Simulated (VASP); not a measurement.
Runs of VASP 6.6.1 on Se. The structure is that of space group P6/mmm (No. 191), or close to it. The cells are those of the table. 

```tsv
task	cell	k mesh	cutoff (eV)	gap on the mesh (eV)	pressure (GPa)
single point	a = 4.798, b = 4.798, c = 3.215 Å, angles 90.0, 90.0, 120.0°, 3 atoms	9 × 9 × 11	520	none	(b)
relaxation of cell and atoms	relaxed from a = 4.976, b = 4.976, c = 3.051 Å, angles 90.0, 90.0, 120.0°, 3 atoms	7 × 7 × 10	600	none	0.0
single point	a = 4.548, b = 4.548, c = 3.047 Å, angles 90.0, 90.0, 120.0°, 3 atoms	9 × 9 × 11	520	none	8.3
single point	a = 4.676, b = 4.676, c = 3.133 Å, angles 90.0, 90.0, 120.0°, 3 atoms	9 × 9 × 11	520	none	0.1
single point	a = 4.613, b = 4.613, c = 3.091 Å, angles 90.0, 90.0, 120.0°, 3 atoms	9 × 9 × 11	520	none	3.7
single point	a = 4.481, b = 4.481, c = 3.003 Å, angles 90.0, 90.0, 120.0°, 3 atoms	9 × 9 × 11	520	none	14.1
single point	a = 4.856, b = 4.856, c = 3.254 Å, angles 90.0, 90.0, 120.0°, 3 atoms	9 × 9 × 11	520	none	-7.1
single point	a = 4.738, b = 4.738, c = 3.174 Å, angles 90.0, 90.0, 120.0°, 3 atoms	9 × 9 × 11	520	none	(a)
```

Alike in all rows: level PBEsol; potentials or basis VASP PAW PBE potentials, release 64 (Se); no spin polarisation; smearing fermi-dirac 0.1 eV.

**Question.** Fill in the values left out.

**Answer.** (a) -2.9; (b) -5.2.

Caveats: the PAW data sets were made with another functional, which shifts forces and pressure a little.

A k mesh can miss the band edges, and the runs leave out spin-orbit coupling on Se.

A gap of «none» marks levels without a gap at the run's occupations.
